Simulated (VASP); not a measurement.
A run of VASP 6.6.1:

Contents of INCAR:

```
SYSTEM = Ti
PREC = Accurate
ENCUT = 520
EDIFF = 1E-7
ISMEAR = -1
SIGMA = 0.02
LREAL = .FALSE.
LASPH = .TRUE.
NELM = 80
ALGO = Normal
ISIF = 2
LWAVE = .FALSE.
LCHARG = .TRUE.
GGA = PS
LELF = .TRUE.
LVHAR = .TRUE.
NBANDS = 12
```

The input KPOINTS:

```
regular mesh
0
G
  6 6 6
  0 0 0
```

POSCAR

```
Ti
1.0
   -1.6410000000      1.6410000000      1.6410000000
    1.6410000000     -1.6410000000      1.6410000000
    1.6410000000      1.6410000000     -1.6410000000
Ti
1
Direct
    0.0000000000      0.0000000000      0.0000000000
```

Potentials or basis: VASP PAW PBE potentials, release 64 (Ti_sv).

The run is started by

```sh
$ cat potpaw_PBE.64/Ti_sv/POTCAR > POTCAR
$ mpirun -np 1 vasp_std > vasp.out
```

Hardware: 1 thread of Intel Xeon 8259CL (shared host).

**Question.** How long does it take, and how much memory?

**Answer.** It took 8 s on 1 thread of Intel Xeon 8259CL, with other jobs on the host, peak memory 0.14 GiB. Counts: scf iterations 14, k points 16.
